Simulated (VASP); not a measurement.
Runs of VASP 6.6.1 on BaF2. The structure is that of space group Fm-3m (No. 225), or close to it. The cells are those of the table. 

```csv
task,cell,cutoff (eV),gap on the mesh (eV),pressure (GPa)
electric field gradients,"a = 4.295 Å, angles 60.0°, 3 atoms",520,(a),0.6
electric field gradients,"a = 4.442 Å, angles 60.0°, 3 atoms",520,6.23,(c)
electric field gradients,"a = 4.341, b = 4.341, c = 4.296 Å, angles 60.3, 60.3, 59.3°, 3 atoms",520,6.54,-0.9
single point,"a = 4.470 Å, angles 60.0°, 3 atoms",600,6.15,-6.2
single point,"a = 4.406 Å, angles 59.3°, 3 atoms",600,(b),-3.4
electric field gradients,"a = 4.355 Å, angles 60.0°, 3 atoms",520,6.47,-2.2
electric field gradients,"a = 4.369 Å, angles 60.0°, 3 atoms",520,6.43,-2.8
single point,"a = 4.442 Å, angles 60.0°, 3 atoms",600,6.23,-5.4
electric field gradients,"a = 4.413 Å, angles 60.0°, 3 atoms",520,6.31,-4.4
```

Alike in all rows: level LDA; potentials or basis VASP PAW LDA potentials, release 64 (Ba_sv, F); no spin polarisation; k mesh 8 × 8 × 8; smearing fermi-dirac 0.01 eV.

Task: Estimate the missing entries.

Result: (a) 6.63; (b) 6.39; (c) -5.3.

Caveats: spin-orbit coupling is left out, which moves the levels of the heavy elements.

A k mesh can miss the band edges, and the runs leave out spin-orbit coupling on Ba.
